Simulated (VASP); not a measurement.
# Dy5C (Pmmm) in VASP: relaxation of cell and atoms with PBE

Aim: the relaxation of cell and atoms of Dy5C with PBE.

All numbers are computed with VASP 6.6.1; they aren't measurements. Logs are shortened: lines on timing, memory, paths and dates and some standing lists are left out, and cuts for length are marked.

## (1) The cell of the first run

It takes space group Pmmm (No. 47, orthorhombic). The conventional cell has a = 3.621 Å, b = 5.802 Å, c = 6.802 Å, α = 90.00°, β = 90.00°, γ = 90.00°. Dy (site symmetry mm2) has 5 Dy at 2.61 to 2.75 Å and 2 C at 3.19 Å within 3.4 Å. Dy (site symmetry m2m) has 6 Dy at 2.42 to 3.20 Å within 3.3 Å. Within 3.2 Å of Dy (site symmetry mmm) lie 8 Dy at 2.42 to 2.75 Å. C (site symmetry mmm) has 8 Dy at 3.19 to 3.64 Å and 2 C at 3.62 Å within 4.2 Å.

The cell was generated, and may not be a known phase.

## (2) Relaxation of cell and atoms, PBE

Input file INCAR:

```
  ALGO = Normal
  EDIFF = 1E-7
  EDIFFG = -0.08
  ENCUT = 600
  GGA = PE
  GGA_COMPAT = False
  IBRION = 2
  ISIF = 3
  ISMEAR = 0
  LASPH = True
  LCHARG = False
  LMAXMIX = 6
  LREAL = False
  LWAVE = False
  NELM = 200
  NELMIN = 4
  NSW = 36
  PREC = Accurate
  SIGMA = 0.2
```

Input file KPOINTS:

```
k-points
0
Gamma
  5 3 3
```

Input file POSCAR:

```
Dy5C
1.0
    3.6205203000      0.0000000000      0.0000000000
    0.0000000000      5.8017466000      0.0000000000
    0.0000000000      0.0000000000      6.8021244100
Dy C
5 1
Direct
    0.0000000000      0.0000000000      0.8033774400
    0.0000000000      0.0000000000      0.1966225600
    0.0000000000      0.2759985800      0.5000000000
    0.0000000000      0.7240014200      0.5000000000
    0.5000000000      0.0000000000      0.5000000000
    0.0000000000      0.5000000000      0.0000000000
```

Potentials or basis: VASP PAW PBE potentials, release 64 (Dy_3, C), 4f in core.

Launch:

```console
> cat potpaw_PBE.64/Dy_3/POTCAR potpaw_PBE.64/C/POTCAR > POTCAR
> mpirun -np 1 vasp_std > vasp.out
```

OUTCAR:

```text
EDIFF = 1E-7
   EDIFFG = -0.08
   ENCUT = 600
   GGA = PE
   IBRION = 2
   ISIF = 3
   ISMEAR = 0
   LASPH = True
   LREAL = False
   NELM = 200
   NELMIN = 4
   NSW = 36
   PREC = Accurate

 ion  position               nearest neighbor table
   1  0.000  0.000  0.803-   3 2.61   4 2.61   2 2.67   5 2.75   5 2.75
   2  0.000  0.000  0.197-   3 2.61   4 2.61   1 2.67   5 2.75   5 2.75
   3  0.000  0.276  0.500-   5 2.42   5 2.42   4 2.60   2 2.61   1 2.61   4 3.20
   4  0.000  0.724  0.500-   5 2.42   5 2.42   3 2.60   2 2.61   1 2.61   3 3.20
   5  0.500  0.000  0.500-   3 2.42   4 2.42   3 2.42   4 2.42   1 2.75   2 2.75   1 2.75   2 2.75

   6  0.000  0.500  0.000-

  LATTYP: Found a simple orthorhombic cell.
 ALAT       =     3.6205203000
 B/A-ratio  =     1.6024621102
 C/A-ratio  =     1.8787698580

  Lattice vectors:

 A1 = (   3.6205203000,   0.0000000000,   0.0000000000)
 A2 = (   0.0000000000,   5.8017466000,   0.0000000000)
 A3 = (   0.0000000000,   0.0000000000,   6.8021244100)

Analysis of symmetry for initial positions (statically):
=====================================================================
 Subroutine PRICEL returns:
 Original cell was already a primitive cell.

 Routine SETGRP: Setting up the symmetry group for a
 simple orthorhombic supercell.

 Subroutine GETGRP returns: Found  8 space group operations
 (whereof  8 operations were pure point group operations)
 out of a pool of  8 trial point group operations.

The static configuration has the point symmetry D_2h.

Analysis of symmetry for dynamics (positions and initial velocities):
=====================================================================
 Subroutine PRICEL returns:
 Original cell was already a primitive cell.

 Routine SETGRP: Setting up the symmetry group for a
 simple orthorhombic supercell.

 Subroutine GETGRP returns: Found  8 space group operations
 (whereof  8 operations were pure point group operations)
 out of a pool of  8 trial point group operations.

The dynamic configuration has the point symmetry D_2h.

 Subroutine INISYM returns: Found  8 space group operations
 (whereof  8 operations are pure point group operations),
 and found     1 'primitive' translations

----------------------------------------------------------------------------------------

                                     Primitive cell

  volume of cell :     142.8809

  direct lattice vectors                    reciprocal lattice vectors
     3.620520300  0.000000000  0.000000000     0.276203395  0.000000000  0.000000000
     0.000000000  5.801746600  0.000000000     0.000000000  0.172361888  0.000000000
     0.000000000  0.000000000  6.802124410     0.000000000  0.000000000  0.147012895

  length of vectors
     3.620520300  5.801746600  6.802124410     0.276203395  0.172361888  0.147012895

  position of ions in fractional coordinates (direct lattice)
     0.000000000  0.000000000  0.803377440
     0.000000000  0.000000000  0.196622560
     0.000000000  0.275998580  0.500000000
     0.000000000  0.724001420  0.500000000
     0.500000000  0.000000000  0.500000000
     0.000000000  0.500000000  0.000000000

  ion indices of the primitive-cell ions
   primitive index   ion index
                 1           1
                 2           2
                 3           3
                 4           4
                 5           5
                 6           6

----------------------------------------------------------------------------------------

 KPOINTS: k-points

Automatic generation of k-mesh.
 Grid dimensions read from file:
 generate k-points for:    5    3    3

 Generating k-lattice:

  Cartesian coordinates                     Fractional coordinates (reciprocal lattice)
     0.055240679  0.000000000  0.000000000     0.200000000  0.000000000  0.000000000
     0.000000000  0.057453963  0.000000000     0.000000000  0.333333333  0.000000000
     0.000000000  0.000000000  0.049004298     0.000000000  0.000000000  0.333333333

  Length of vectors
     0.055240679  0.057453963  0.049004298

  Shift w.r.t. Gamma in fractional coordinates (k-lattice)
     0.000000000  0.000000000  0.000000000

 Subroutine IBZKPT returns following result:
 ===========================================

 Found     12 irreducible k-points:

 Following reciprocal coordinates:
            Coordinates               Weight
  0.000000  0.000000  0.000000      1.000000
  0.200000  0.000000  0.000000      2.000000
  0.400000  0.000000  0.000000      2.000000
  0.000000  0.333333  0.000000      2.000000
  0.200000  0.333333  0.000000      4.000000
  0.400000  0.333333  0.000000      4.000000
  0.000000  0.000000  0.333333      2.000000
  0.200000  0.000000  0.333333      4.000000
  0.400000  0.000000  0.333333      4.000000
  0.000000  0.333333  0.333333      4.000000
  0.200000  0.333333  0.333333      8.000000
  0.400000  0.333333  0.333333      8.000000
   k-points           NKPTS =     12   k-points in BZ     NKDIM =     12   number of bands    NBANDS=     29
   number of dos      NEDOS =    301   number of ions     NIONS =      6
   total plane-waves  NPLWV =  77760
   dimension x,y,z NGX =    30 NGY =   48 NGZ =   54
   dimension x,y,z NGXF=    60 NGYF=   96 NGZF=  108
   ions per type =               5   1
   NGX,Y,Z   is equivalent  to a cutoff of  13.78, 13.75, 13.20 a.u.
   NGXF,Y,Z  is equivalent  to a cutoff of  27.55, 27.51, 26.40 a.u.
 SYSTEM =  unknown system
   PREC   = accura    normal or accurate (medium, high low for compatibility)
   ISTART =      0    job   : 0-new  1-cont  2-samecut
   ICHARG =      2    charge: 1-file 2-atom 10-const
   ISPIN  =      1    spin polarized calculation?
   LNONCOLLINEAR =      F non collinear calculations
   LSORBIT =      F    spin-orbit coupling
   LASPH  =      T    aspherical Exc in radial PAW
   ENCUT  =  600.0 eV  44.10 Ry    6.64 a.u.   7.23 11.59 13.59*2*pi/ulx,y,z
   NELM   =    200;   NELMIN=  4; NELMDL= -5     # of ELM steps
   EDIFF  = 0.1E-06   stopping-criterion for ELM
   LREAL  =      F    real-space projection
   EDIFFG = -.8E-01   stopping-criterion for IOM
   NSW    =     36    number of steps for IOM
   IBRION =      2    ionic relax: 0-MD 1-quasi-New 2-CG
   NFREE  =      1    steps in history (QN), initial steepest desc. (CG)
   ISIF   =      3    stress and relaxation
   ISYM   =      2    0-nonsym 1-usesym 2-fastsym
   POTIM  = 0.5000    time-step for ionic-motion
   TEBEG  =    0.0;   TEEND  =   0.0 temperature during run
   PSTRESS=    0.0 pullay stress
   NELECT =      49.0000    total number of electrons
   NUPDOWN=      -1.0000    fix difference up-down
   EMIN   =  10.00;   EMAX   =-10.00  energy-range for DOS
   EFERMI =   0.00;   METHOD = LEGACY
   ISMEAR =     0;   SIGMA  =   0.20  broadening in eV -4-tet -1-fermi 0-gaus
   EFERMI_NEDOS =   21; number of points for ismear=-14 and -15
   IALGO  =     38    algorithm
   IMIX   =      4    mixing-type and parameters
     AMIX     =   0.40;   BMIX     =  1.00
     AMIX_MAG =   1.60;   BMIX_MAG =  1.00
  volume/ion in A,a.u.               =      23.81       160.70
  Fermi-wavevector in a.u.,A,eV,Ry     =   1.145905  2.165447 17.865798  1.313099
  Thomas-Fermi vector in A             =   2.282592
   LORBIT       =      0    0 simple, 1 ext, 2 COOP (PROOUT), +10 PAW based schemes
   GGA     = PE    functional components
   LHFCALC =     F    Hartree Fock is set to
   AEXX    =    0.0000 exact exchange contribution
   IVDW    =     0    specifies the selected vdW correction
   LEPSILON=     F    determine dielectric tensor
   LRPA    =     F    only Hartree local field effects (RPA)
 conjugate gradient relaxation of ions
 non-spin polarized calculation
 Gauss-broadening in eV      SIGMA  =   0.20
  energy-cutoff  :      600.00
  volume of cell :      142.88
 maximum number of plane-waves:      4783
 NGX is ok and might be reduce to    30
   NGX = 15   NGY = 23   NGZ = 27

--------------------------------------- Ionic step        1  -------------------------------------------

 number of electron      48.9999997 magnetization

 Free energy of the ion-electron system (eV)
  ---------------------------------------------------
  ext. energy  EPLUGINS =         0.00000000
  ---------------------------------------------------
  free energy    TOTEN  =       -11.54444392 eV

  energy without entropy =      -11.40727497  energy(sigma->0) =      -11.47585944

 E-fermi :   3.1282     XC(G=0): -10.1389

 val. band max:        3.1217977373   @ k =   0.2000   0.3333   0.0000
 cond. band min:       3.1296393072   @ k =   0.4000   0.3333   0.0000
 fundamental gap:      0.0078415700
 Fermi energy:         3.1281671405

 k-point     1 :       0.0000    0.0000    0.0000
  band No.  band energies     occupation
      1     -22.4824      2.00000
      2     -22.4331      2.00000
      3     -21.7463      2.00000
      4     -21.3474      2.00000
      5     -21.1443      2.00000
      6     -20.2752      2.00000
[... 486 lines left out ...]
  FREE ENERGIE OF THE ION-ELECTRON SYSTEM (eV)
  ---------------------------------------------------
  free  energy   TOTEN  =       -17.9062160696 eV

  energy  without entropy=      -17.7124542406  energy(sigma->0) =      -17.80933516

[... ionic steps 4 to 21 ...]

--------------------------------------- Ionic step       22  -------------------------------------------

 number of electron      48.9999992 magnetization

------------------------ aborting loop because EDIFF is reached ----------------------------------------

  FORCE on cell =-STRESS in cart. coord.  units (eV):
  Direction    XX          YY          ZZ          XY          YZ          ZX
  --------------------------------------------------------------------------------------
  -------------------------------------------------------------------------------------
  Total       -0.1107527     -0.2854992      0.2685994      0.0000000      0.0000000      0.0000000
  in kB       -0.7384319     -1.9035356      1.7908576      0.0000000      0.0000000      0.0000000
  external PRESSURE =      -0.2837033 kB  Pullay stress =       0.0000000 kB
[... 65 lines left out ...]
  energy  without entropy=      -19.8677774297  energy(sigma->0) =      -19.96568216

--------------------------------------- Ionic step       24  -------------------------------------------

 number of electron      48.9999994 magnetization

 Free energy of the ion-electron system (eV)
  ---------------------------------------------------
  ext. energy  EPLUGINS =         0.00000000
  ---------------------------------------------------
  free energy    TOTEN  =       -20.06715010 eV

  energy without entropy =      -19.87310282  energy(sigma->0) =      -19.97012646

 E-fermi :   1.0091     XC(G=0):  -8.1432

 val. band max:        0.9938080631   @ k =   0.0000   0.3333   0.3333
 cond. band min:       1.0409779219   @ k =   0.4000   0.3333   0.0000
 fundamental gap:      0.0471698588
 Fermi energy:         1.0091492165

 k-point     1 :       0.0000    0.0000    0.0000
  band No.  band energies     occupation
      1     -23.1483      2.00000
      2     -23.0435      2.00000
      3     -22.9165      2.00000
      4     -22.9132      2.00000
      5     -22.8727      2.00000
      6     -22.7660      2.00000
[... 406 lines left out ...]
  FREE ENERGIE OF THE ION-ELECTRON SYSTEM (eV)
  ---------------------------------------------------
  free  energy   TOTEN  =       -20.0671500966 eV

  energy  without entropy=      -19.8731028221  energy(sigma->0) =      -19.97012646

 reached required accuracy - stopping structural energy minimisation
```

Run time: 15 min. Hardware: 1 thread of AMD EPYC 9R45 (Zen 5), shared host; peak memory 0.27 GiB.

What came out:

```yaml
Free_energy: -20.0672 eV
Relaxed_volume: 39.83 Å³/atom
Relaxed_cell: a = 3.371 Å, b = 8.413 Å, c = 8.427 Å, α = 90.00°, β = 90.00°, γ = 90.00°
Space_group_after_relaxing_to_0.1_Å: P4/mmm (No. 123)
Energy_gained_by_relaxing: 1420.5 meV/atom
Ionic_steps: 24
Pressure_after_relaxing: 0.0 GPa
Largest_force_after_relaxing: 0.014 eV/Å
Band_gap_on_the_k_mesh: zero (an odd number of electrons rules out a gap without spin polarisation)
```

Forces in eV/Å, atoms in the order of the input:
```
Dy   0.000  0.000 -0.014
Dy   0.000  0.000  0.014
Dy   0.000 -0.004  0.000
Dy   0.000  0.004  0.000
Dy   0.000  0.000  0.000
C    0.000  0.000  0.000
```

The path:
```
step  energy change (eV)  largest force (eV/Å)  pressure (GPa)  volume (Å³)
   1              0.0000                6.7319           28.48       142.88
   2             -4.9553                6.9766            0.18       249.20
   3             -6.3618                2.4597            3.70       202.17
   4             -7.0573                0.5417            0.32       229.75
   5             -7.0891                0.4714           -0.04       235.44
   6             -7.0892                0.6189           -0.64       247.08
   7             -7.0988                0.4876           -0.39       241.77
   8             -7.2366                0.5559           -0.32       241.00
   9             -7.5492                0.7539            0.18       238.28
  10             -7.8938                0.8582            2.13       228.92
  11             -7.9131                0.9597            1.51       231.44
  12             -7.9147                0.9088            1.82       230.13
  13             -7.9607                0.7843            1.78       230.96
  14             -8.0277                0.6921            1.74       233.25
  15             -8.0896                0.6630            1.47       234.91
  16             -8.2390                0.5721            0.70       239.92
  17             -8.3911                0.3725           -0.59       249.88
  18             -8.4032                0.2992           -0.95       253.19
  19             -8.4411                0.3003           -0.79       250.70
  20             -8.5092                0.2613           -0.27       243.20
  21             -8.5151                0.2209            0.00       239.98
  22             -8.5152                0.2258           -0.03       240.30
  23             -8.5191                0.1519           -0.02       239.89
  24             -8.5227                0.0136           -0.01       238.97
```

Final structure:
```yaml
crystal:
  lattice:
    - [3.37088, 0.00000, 0.00000]
    - [0.00000, 8.41256, 0.00000]
    - [0.00000, 0.00000, 8.42688]
  atoms:
    - { symbol: Dy, position: [0.00000, 0.00000, 0.81674] }
    - { symbol: Dy, position: [0.00000, 0.00000, 0.18326] }
    - { symbol: Dy, position: [0.00000, 0.31662, 0.50000] }
    - { symbol: Dy, position: [0.00000, 0.68338, 0.50000] }
    - { symbol: Dy, position: [0.50000, 0.00000, 0.50000] }
    - { symbol: C, position: [0.00000, 0.50000, 0.00000] }
```

Caveat: the k points lie up to 0.37 Å⁻¹ apart in the final cell, too coarse for converged energies and pressures of a metal; the volume moved by over 15 % at a fixed basis, so the end points are rough; spin-orbit coupling is left out, which moves the levels of the heavy elements; the 4f electrons are frozen in the core, so they carry no moment and show no levels. Spin polarisation is off, so any magnetic state and its effect on volume and gap are missing.

The gap in the log of VASP goes by the Fermi energy; the results here count the filled bands.